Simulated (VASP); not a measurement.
A run of VASP 6.6.1 is set up as follows.

INCAR

```
SYSTEM = Ni
PREC = Accurate
ENCUT = 520
EDIFF = 1E-8
ISMEAR = -1
SIGMA = 0.05
LREAL = .False.
LASPH = .True.
NELM = 150
ALGO = Normal
ISIF = 2
LWAVE = .False.
LCHARG = .True.
ISPIN = 2
MAGMOM = 1
LORBIT = 11
LMAXMIX = 4
GGA = CA
NBANDS = 15
IBRION = 8
NSW = 1
```

KPOINTS

```
Automatic mesh
0
Gamma
  10 10 10
  0 0 0
```

File POSCAR:

```
Ni
1.0
   -1.3837154700      1.3837154700      1.3837154700
    1.3837154700     -1.3837154700      1.3837154700
    1.3837154700      1.3837154700     -1.3837154700
Ni
1
Direct
    0.0000000000      0.0000000000      0.0000000000
```

Potentials or basis: VASP PAW LDA potentials, release 64 (Ni).

The run is started by

```sh
$ cat potpaw_LDA.64/Ni/POTCAR > POTCAR
$ mpirun -np 1 vasp_std > vasp.out
```

**Question.** What does it give for the net moment?

**Answer.** 0.00 μB per cell.
